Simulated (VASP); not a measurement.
Crystal: BN.

```
CELL_PARAMETERS angstrom
0.00000 1.77071 1.81933
1.77071 0.00000 1.81933
1.77071 1.77071 0.00000
ATOMIC_POSITIONS crystal
B 0.00000 0.00000 0.00000
N 0.25000 0.25000 0.25000
```

This cell differs from its parent crystal: epitaxial xy strain -1.9%.

Base run:

```yaml
Program: VASP 6.6.1
Functional: PBE
Potentials_or_basis: VASP PAW PBE potentials, release 64 (B, N)
Cutoff: 520 eV
k_mesh: 12 × 12 × 12
Occupations: fermi-dirac, width 0.02 eV
Spin: no spin polarisation
```

Its results: band gap on the k mesh 4.24 eV, indirect (least direct gap 8.83 eV); pressure 17.5 GPa.

The run is repeated on the same cell with these changes: functional from PBE to r2SCAN; occupations from fermi-dirac, width 0.02 eV to gaussian, width 0.01 eV. What comes out?

Band gap on the k mesh 4.76 eV, indirect (least direct gap 9.54 eV); pressure 13.7 GPa.

Caveats: the PAW data sets were made with another functional, which shifts forces and pressure a little (some runs).

A k mesh can miss the band edges.
